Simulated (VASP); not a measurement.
# MgO (Immm) in VASP: a series of runs

Runs on MgO. Level: PBE. Tasks: single point.

All numbers are computed with VASP 6.6.1; they aren't measurements. Logs are shortened: lines on timing, memory, paths and dates and some standing lists are left out, and cuts for length are marked.

### Step 1. The cell of the first run

Symmetry: Immm, No. 71, orthorhombic system. The conventional cell has a = 2.972 Å, b = 2.992 Å, c = 4.217 Å, α = 90.00°, β = 90.00°, γ = 90.00°. Within 2.8 Å of Mg (site symmetry mmm) lie 6 O at 2.11 Å. Within 2.8 Å of O (site symmetry mmm) lie 6 Mg at 2.11 Å.

### Step 2. Single point, PBE

INCAR

```
PREC = Accurate ; ENCUT = 840
EDIFF = 1E-6 ; ISMEAR = -1
SIGMA = 0.02 ; LREAL = False
LASPH = True ; NELM = 120
ALGO = Normal ; ISIF = 2
LWAVE = False ; LCHARG = False
GGA = PE ; NBANDS = 15
GGA_COMPAT = False
```

KPOINTS

```
Automatic mesh
0
Gamma
  8 8 8
```

POSCAR

```
MgO
1.0
   -0.0070283333      2.1085000000      2.1085000000
    2.1085000000     -0.0070283333      2.1085000000
    2.1014716667      2.1014716667      0.0000000000
Mg O
1 1
Direct
    0.0000000000      0.0000000000      0.0000000000
    0.5000000000      0.5000000000      0.5000000000
```

Potentials or basis: VASP PAW PBE potentials, release 64 (Mg_sv, O).

Launch:

```console
cat potpaw_PBE.64/Mg_sv/POTCAR potpaw_PBE.64/O/POTCAR > POTCAR
mpirun -np 1 vasp_std > vasp.out
```

OUTCAR:

```text
PREC = Accurate
   ENCUT = 840
   EDIFF = 1E-6
   ISMEAR = -1
   LREAL = False
   LASPH = True
   NELM = 120
   ISIF = 2
   GGA = PE

 ion  position               nearest neighbor table
   1  0.000  0.000  0.000-   2 2.11   2 2.11   2 2.11   2 2.11   2 2.11   2 2.11
   2  0.500  0.500  0.500-   1 2.11   1 2.11   1 2.11   1 2.11   1 2.11   1 2.11

  LATTYP: Found a body centered orthorhombic cell.
 ALAT       =     2.9719297320
 B/A-ratio  =     1.0066889632
 C/A-ratio  =     1.4189433736

  Lattice vectors:

 A1 = (   0.0070283333,  -2.1085000000,  -2.1085000000)
 A2 = (  -0.0070283333,   2.1085000000,  -2.1085000000)
 A3 = (   2.1085000000,  -0.0070283333,   2.1085000000)

Analysis of symmetry for initial positions (statically):
=====================================================================
 Subroutine PRICEL returns:
 Original cell was already a primitive cell.

 Routine SETGRP: Setting up the symmetry group for a
 body centered orthorhombic supercell.

 Subroutine GETGRP returns: Found  8 space group operations
 (whereof  8 operations were pure point group operations)
 out of a pool of  8 trial point group operations.

The static configuration has the point symmetry D_2h.

Analysis of symmetry for dynamics (positions and initial velocities):
=====================================================================
 Subroutine PRICEL returns:
 Original cell was already a primitive cell.

 Routine SETGRP: Setting up the symmetry group for a
 body centered orthorhombic supercell.

 Subroutine GETGRP returns: Found  8 space group operations
 (whereof  8 operations were pure point group operations)
 out of a pool of  8 trial point group operations.

The dynamic configuration has the point symmetry D_2h.

 Subroutine INISYM returns: Found  8 space group operations
 (whereof  8 operations are pure point group operations),
 and found     1 'primitive' translations

----------------------------------------------------------------------------------------

                                     Primitive cell

  volume of cell :      18.7476

  direct lattice vectors                    reciprocal lattice vectors
    -0.007028333  2.108500000  2.108500000    -0.236347579  0.236347579  0.237135404
     2.108500000 -0.007028333  2.108500000     0.236347579 -0.236347579  0.237135404
     2.101471667  2.101471667  0.000000000     0.237928499  0.237928499 -0.237135404

  length of vectors
     2.981877579  2.981877579  2.971929732     0.409821371  0.409821371  0.411646865

  position of ions in fractional coordinates (direct lattice)
     0.000000000  0.000000000  0.000000000
     0.500000000  0.500000000  0.500000000

  ion indices of the primitive-cell ions
   primitive index   ion index
                 1           1
                 2           2

----------------------------------------------------------------------------------------

 KPOINTS: Automatic mesh

Automatic generation of k-mesh.
 Grid dimensions read from file:
 generate k-points for:    8    8    8

 Generating k-lattice:

  Cartesian coordinates                     Fractional coordinates (reciprocal lattice)
    -0.029543447  0.029543447  0.029641926     0.125000000  0.000000000  0.000000000
     0.029543447 -0.029543447  0.029641926     0.000000000  0.125000000  0.000000000
     0.029741062  0.029741062 -0.029641926    -0.000000000 -0.000000000  0.125000000

  Length of vectors
     0.051227671  0.051227671  0.051455858

  Shift w.r.t. Gamma in fractional coordinates (k-lattice)
     0.000000000  0.000000000  0.000000000

 Subroutine IBZKPT returns following result:
 ===========================================

 Found     95 irreducible k-points:

 Following reciprocal coordinates:
            Coordinates               Weight
  0.000000  0.000000  0.000000      1.000000
  0.125000  0.000000  0.000000      4.000000
  0.250000  0.000000  0.000000      4.000000
  0.375000  0.000000  0.000000      4.000000
  0.500000  0.000000  0.000000      2.000000
  0.125000  0.125000  0.000000      2.000000
[... 16 lines left out ...]
  0.125000 -0.000000  0.125000      4.000000
  0.250000  0.000000  0.125000      8.000000
 [... further k-points ...]
   k-points           NKPTS =     95   k-points in BZ     NKDIM =     95   number of bands    NBANDS=     15
   number of dos      NEDOS =    301   number of ions     NIONS =      2
   total plane-waves  NPLWV =  21952
   dimension x,y,z NGX =    28 NGY =   28 NGZ =   28
   dimension x,y,z NGXF=    56 NGYF=   56 NGZF=   56
   ions per type =               1   1
   NGX,Y,Z   is equivalent  to a cutoff of  15.61, 15.61, 15.66 a.u.
   NGXF,Y,Z  is equivalent  to a cutoff of  31.22, 31.22, 31.33 a.u.
 SYSTEM =  unknown system
   PREC   = accura    normal or accurate (medium, high low for compatibility)
   ISTART =      0    job   : 0-new  1-cont  2-samecut
   ICHARG =      2    charge: 1-file 2-atom 10-const
   ISPIN  =      1    spin polarized calculation?
   LNONCOLLINEAR =      F non collinear calculations
   LSORBIT =      F    spin-orbit coupling
   LASPH  =      T    aspherical Exc in radial PAW
   ENCUT  =  840.0 eV  61.74 Ry    7.86 a.u.   7.05  7.05  7.02*2*pi/ulx,y,z
   NELM   =    120;   NELMIN=  2; NELMDL= -5     # of ELM steps
   EDIFF  = 0.1E-05   stopping-criterion for ELM
   LREAL  =      F    real-space projection
   EDIFFG = 0.1E-04   stopping-criterion for IOM
   NSW    =      0    number of steps for IOM
   IBRION =     -1    ionic relax: 0-MD 1-quasi-New 2-CG
   NFREE  =      0    steps in history (QN), initial steepest desc. (CG)
   ISIF   =      2    stress and relaxation
   ISYM   =      2    0-nonsym 1-usesym 2-fastsym
   POTIM  = 0.5000    time-step for ionic-motion
   TEBEG  =    0.0;   TEEND  =   0.0 temperature during run
   PSTRESS=    0.0 pullay stress
   NELECT =      16.0000    total number of electrons
   NUPDOWN=      -1.0000    fix difference up-down
   EMIN   =  10.00;   EMAX   =-10.00  energy-range for DOS
   EFERMI =   0.00;   METHOD = LEGACY
   ISMEAR =    -1;   SIGMA  =   0.02  broadening in eV -4-tet -1-fermi 0-gaus
   EFERMI_NEDOS =   21; number of points for ismear=-14 and -15
   IALGO  =     38    algorithm
   IMIX   =      4    mixing-type and parameters
     AMIX     =   0.40;   BMIX     =  1.00
     AMIX_MAG =   1.60;   BMIX_MAG =  1.00
  volume/ion in A,a.u.               =       9.37        63.26
  Fermi-wavevector in a.u.,A,eV,Ry     =   1.552862  2.934483 32.808817  2.411380
  Thomas-Fermi vector in A             =   2.657176
   LORBIT       =      0    0 simple, 1 ext, 2 COOP (PROOUT), +10 PAW based schemes
   GGA     = PE    functional components
   LHFCALC =     F    Hartree Fock is set to
   AEXX    =    0.0000 exact exchange contribution
   IVDW    =     0    specifies the selected vdW correction
   LEPSILON=     F    determine dielectric tensor
   LRPA    =     F    only Hartree local field effects (RPA)
 non-spin polarized calculation
  energy-cutoff  :      840.00
  volume of cell :       18.75
 maximum number of plane-waves:      1056
   NGX = 15   NGY = 15   NGZ = 13

 number of electron      15.9999995 magnetization

 Free energy of the ion-electron system (eV)
  ---------------------------------------------------
  ext. energy  EPLUGINS =         0.00000000
  ---------------------------------------------------
  free energy    TOTEN  =       -11.87642574 eV

  energy without entropy =      -11.87642574  energy(sigma->0) =      -11.87642574

 E-fermi :   3.4666     XC(G=0): -11.3735

 val. band max:        2.9154742187   @ k =   0.0000   0.0000   0.0000
 cond. band min:       7.5957362329   @ k =   0.0000   0.0000   0.0000
 fundamental gap:      4.6802620142
 Fermi energy:         3.4665804408

 k-point     1 :       0.0000    0.0000    0.0000
  band No.  band energies     occupation
      1     -69.3899      2.00000
      2     -36.1164      2.00000
      3     -36.1152      2.00000
      4     -36.1140      2.00000
      5     -14.3402      2.00000
      6       2.8657      2.00000
      7       2.8903      2.00000
      8       2.9155      2.00000
      9       7.5957      0.00000
     10      18.5797      0.00000
     11      18.6771      0.00000
     12      18.7738      0.00000
     13      22.5793      0.00000
     14      24.3572      0.00000
     15      24.3580      0.00000

 k-point     2 :       0.1250    0.0000    0.0000
  band No.  band energies     occupation
      1     -69.3886      2.00000
      2     -36.1269      2.00000
      3     -36.1177      2.00000
      4     -36.1159      2.00000
      5     -14.1745      2.00000
      6       1.9240      2.00000
      7       2.7810      2.00000
      8       2.8133      2.00000
      9       8.5090      0.00000
     10      16.9620      0.00000
     11      19.0057      0.00000
     12      19.1276      0.00000
     13      23.3860      0.00000
     14      23.4274      0.00000
     15      24.7445      0.00000

 k-point     3 :       0.2500    0.0000    0.0000
  band No.  band energies     occupation
      1     -69.3859      2.00000
      2     -36.1572      2.00000
      3     -36.1209      2.00000
      4     -36.1190      2.00000
      5     -13.7454      2.00000
      6       0.2283      2.00000
      7       2.5476      2.00000
      8       2.5776      2.00000
      9       9.9622      0.00000
     10      15.4250      0.00000
     11      19.5208      0.00000
     12      19.6097      0.00000
     13      22.9612      0.00000
     14      23.0624      0.00000
     15      24.9021      0.00000
[... 343 lines left out ...]
 k-point    23 :       0.1250   -0.0000    0.1250
  band No.  band energies     occupation
      1     -69.3882      2.00000
      2     -36.1273      2.00000
      3     -36.1193      2.00000
      4     -36.1191      2.00000
      5     -14.1212      2.00000
      6       1.8582      2.00000
      7       2.6603      2.00000
      8       2.6610      2.00000
      9       8.8050      0.00000
     10      16.4949      0.00000
     11      19.1905      0.00000
     12      19.1911      0.00000
     13      21.7139      0.00000
     14      24.8360      0.00000
     15      25.8091      0.00000

 k-point    24 :       0.2500    0.0000    0.1250
  band No.  band energies     occupation
      1     -69.3860      2.00000
      2     -36.1481      2.00000
      3     -36.1238      2.00000
      4     -36.1226      2.00000
      5     -13.7884      2.00000
      6       0.6271      2.00000
      7       2.4077      2.00000
      8       2.4263      2.00000
      9      10.1035      0.00000
     10      15.1466      0.00000
     11      19.2853      0.00000
     12      19.7094      0.00000
     13      20.9268      0.00000
     14      24.7667      0.00000
     15      26.9473      0.00000

 [... further k-points ...]
[... 5 lines left out ...]
  --------------------------------------------------------------------------------------
  -------------------------------------------------------------------------------------
  Total        0.4907055      0.4907055      0.4895046      0.1131092      0.0000000      0.0000000
  in kB       41.9358553     41.9358553     41.8332237      9.6663493      0.0000000      0.0000000
  external PRESSURE =      41.9016448 kB  Pullay stress =       0.0000000 kB

 VOLUME and BASIS-vectors are now :
 -----------------------------------------------------------------------------
  energy-cutoff  :      840.00
  volume of cell :       18.75
      direct lattice vectors                 reciprocal lattice vectors
    -0.007028333  2.108500000  2.108500000    -0.236347579  0.236347579  0.237135404
     2.108500000 -0.007028333  2.108500000     0.236347579 -0.236347579  0.237135404
     2.101471667  2.101471667  0.000000000     0.237928499  0.237928499 -0.237135404

 POSITION                                       TOTAL-FORCE (eV/Angst)
 -----------------------------------------------------------------------------------
      0.00000      0.00000      0.00000        -0.000000      0.000000      0.000000
      2.10147      2.10147      2.10850         0.000000     -0.000000      0.000000
 -----------------------------------------------------------------------------------
    total drift:                                0.000000      0.000000      0.000000

  FREE ENERGIE OF THE ION-ELECTRON SYSTEM (eV)
  ---------------------------------------------------
  free  energy   TOTEN  =       -11.8764257362 eV

  energy  without entropy=      -11.8764257362  energy(sigma->0) =      -11.87642574
```

It took 33 s on 1 thread of AMD EPYC 7R13 (Zen 3), shared host; peak memory 0.15 GiB.

Results:

* Free energy: -11.8764 eV
* Pressure: 4.2 GPa
* Band gap on the k mesh: 4.68 eV

Caveat: the cell stands under pressure.

### Step 3. Single point, PBE

INCAR

```
SYSTEM = MgO
PREC = Accurate
ENCUT = 840
EDIFF = 1E-6
ISMEAR = -1
SIGMA = 0.02
LREAL = .False.
LASPH = .True.
NELM = 120
ALGO = Normal
ISIF = 2
LWAVE = .False.
LCHARG = .False.
GGA = PE
NBANDS = 15
GGA_COMPAT = .False.
```

KPOINTS

```
regular mesh
0
Gamma
  8 8 8
  0 0 0
```

POSCAR

```
MgO
1.0
    0.0035141667      2.1085000000      2.1085000000
    2.1085000000      0.0035141667      2.1085000000
    2.1120141667      2.1120141667      0.0000000000
Mg O
1 1
Direct
    0.0000000000      0.0000000000      0.0000000000
    0.5000000000      0.5000000000      0.5000000000
```

Potentials or basis: VASP PAW PBE potentials, release 64 (Mg_sv, O).

Launch:

```console
cat potpaw_PBE.64/Mg_sv/POTCAR potpaw_PBE.64/O/POTCAR > POTCAR
mpirun -np 1 vasp_std > vasp.out
```

Wall time 32 s (1 thread of AMD EPYC 7R13 (Zen 3), shared host); peak memory 0.15 GiB.

Results (log left out):

```yaml
Free_energy: -11.8767 eV
Pressure: 4.2 GPa
Band_gap_on_the_k_mesh: 4.69 eV
```

Stress tensor (GPa, compression positive):
```
 4.19 -0.48  0.00
-0.48  4.19  0.00
 0.00  0.00  4.19
```

Levels at points of the mesh, in eV from the valence-band top:
```tsv
k point	band 5	band 6	band 7	band 8	band 9	band 10	band 11	band 12
(0.00, 0.00, 0.00)	-17.24	-0.02	-0.01	0.00	4.69	15.73	15.77	15.82
(0.50, 0.00, 0.00)	-15.93	-4.60	-0.68	-0.66	7.86	12.58	16.24	16.28
(0.50, 0.50, 0.00)	-15.72	-4.05	-1.37	-1.33	9.11	9.95	13.05	18.89
(0.00, 0.00, 0.50)	-15.94	-4.61	-0.66	-0.65	7.88	12.55	16.29	16.32
(0.50, 0.00, 0.50)	-15.72	-4.05	-1.35	-1.35	9.11	9.95	13.05	18.93
```

Caveat: the cell stands under pressure.
